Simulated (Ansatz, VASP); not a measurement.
# One calculation of Os, two programs

File INCAR:

```
  ALGO = Normal
  EDIFF = 1E-6
  EDIFFG = -0.01
  ENCUT = 600
  GGA = PE
  IBRION = 2
  ISIF = 3
  ISMEAR = -1
  LASPH = T
  LCHARG = F
  LREAL = F
  LWAVE = F
  NELM = 100
  NSW = 80
  PREC = Accurate
  SIGMA = 0.1
```

Contents of KPOINTS:

```
k-points
0
Gamma
  14 14 14
```

The input POSCAR:

```
Os
1.0
   -1.5179840853      1.5179840853      1.5179840853
    1.5179840853     -1.5179840853      1.5179840853
    1.5179840853      1.5179840853     -1.5179840853
Os
1
Direct
    0.0000000000      0.0000000000      0.0000000000
```

Input for Ansatz:

```yaml
crystal:
  lattice:
    - [-1.5179840853, 1.5179840853, 1.5179840853]
    - [1.5179840853, -1.5179840853, 1.5179840853]
    - [1.5179840853, 1.5179840853, -1.5179840853]
  atoms:
    - { symbol: Os, position: [0.0, 0.0, 0.0] }
hamiltonian:
  xc: pbe
  pseudopotentials:
    kind: paw
    azcp:
      Os: "pseudopotentials/Os.paw.azcp"
basis:
  ecutwfc: 420
  fft_grid_basis: typed
kpoints:
  mp_grid: { grid: [14, 14, 14], shift: [0, 0, 0] }
magnetization:
  spin_polarized: false
scf:
  occupations: { method: fermi_dirac, width: 0.1 }
relax:
  max_steps: 60
  f_tol: 0.01
  cell: {}
output:
  write_density: true
  write_potential: true
  elf: true
  volumetric_format: npy
```

Alike in both runs: task relaxation of cell and atoms; functional PBE; k mesh 14 × 14 × 14; occupations fermi-dirac, width 0.1 eV; no spin polarisation.

```csv
,VASP,Ansatz
version,VASP 6.6.1,Ansatz 0.2.0
potentials or method,"VASP PAW PBE potentials, release 64 (Os), cutoff 600 eV","plane waves (420 eV) with PAW, scalar-relativistic"
valence electrons in the cell,8,16
```

|  | VASP | Ansatz | Ansatz less VASP |
| --- | --- | --- | --- |
| relaxed volume (Å³/atom) | 14.80 | 14.79 | -0.008 |
| relaxed cell length with the largest relative difference (Å) | 2.679 | 2.678 | -0.0005 |

VASP's potentials hold 8 valence electrons a cell and Ansatz's 16, so a difference there can come from the potentials and not from the codes.

Neither program's run includes spin-orbit coupling.
